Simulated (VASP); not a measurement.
Here is a VASP 6.6.1 calculation.

Contents of INCAR:

```
  PREC = Accurate
  ENCUT = 520
  EDIFF = 1E-6
  ISMEAR = 0
  SIGMA = 0.1
  LREAL = F
  LASPH = T
  NELM = 150
  ALGO = Normal
  ISIF = 2
  LWAVE = F
  LCHARG = T
  ISPIN = 2
  MAGMOM = 0 1 1 1
  LORBIT = 11
  GGA = PE
  LELF = T
  LVHAR = T
  NBANDS = 26
```

The input KPOINTS:

```
Automatic mesh
0
Gamma
  6 6 6
```

Contents of POSCAR:

```
BaO3
1.0
    0.0000000000      3.1721545000      3.1721545000
    3.1721545000      0.0000000000      3.1721545000
    3.1721545000      3.1721545000      0.0000000000
Ba O
1 3
Direct
    0.5000000000      0.5000000000      0.5000000000
    0.2500000000      0.2500000000      0.2500000000
    0.7500000000      0.7500000000      0.7500000000
    0.0000000000      0.0000000000      0.0000000000
```

Potentials or basis: VASP PAW PBE potentials, release 64 (Ba_sv, O).

Run with:

```sh
$ cat potpaw_PBE.64/Ba_sv/POTCAR potpaw_PBE.64/O/POTCAR > POTCAR
$ mpirun -np 1 vasp_std > vasp.out
```

Estimate the pressure.

-0.1 GPa.

Predict the band gap on the k mesh.

zero (filled and empty bands overlap).

Predict the net moment.

4.00 μB per cell.

Caveat: spin-orbit coupling is left out, which moves the levels of the heavy elements.
